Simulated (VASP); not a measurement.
MnO2:

```xyz
3
Lattice="2.8566 0.0000 0.0000 -1.4283 2.4739 0.0000 0.0000 0.0000 4.6014" Properties=species:S:1:pos:R:3 pbc="T T T"
Mn    0.0000    0.0000    2.3007
O     0.0000    1.6492    3.2499
O     1.4283    0.8246    1.3515
```

Program: VASP 6.6.1. Alike in all runs: task single point; potentials or basis VASP PAW PBE potentials, release 64 (Mn_pv, O); spin collinear, ferromagnetic start; cell as given; cutoff (eV) 520.

Task: Order these runs on this cell by their pressure, lowest first.
A. level PBEsol; k mesh 11 × 11 × 6; smearing fermi-dirac 0.05 eV
B. level BLYP+D3(BJ); k mesh 11 × 11 × 6; smearing gaussian 0.1 eV
C. level r2SCAN; k mesh 6 × 6 × 4; smearing fermi-dirac 0.05 eV

Result: A (-1.3 GPa), C (0.3 GPa), B (6.9 GPa).

Caveats: some runs use coarse meshes; the PAW data sets were made with another functional, which shifts forces and pressure a little; a cell with one magnetic atom can't hold antiferromagnetic order, which such compounds often take.
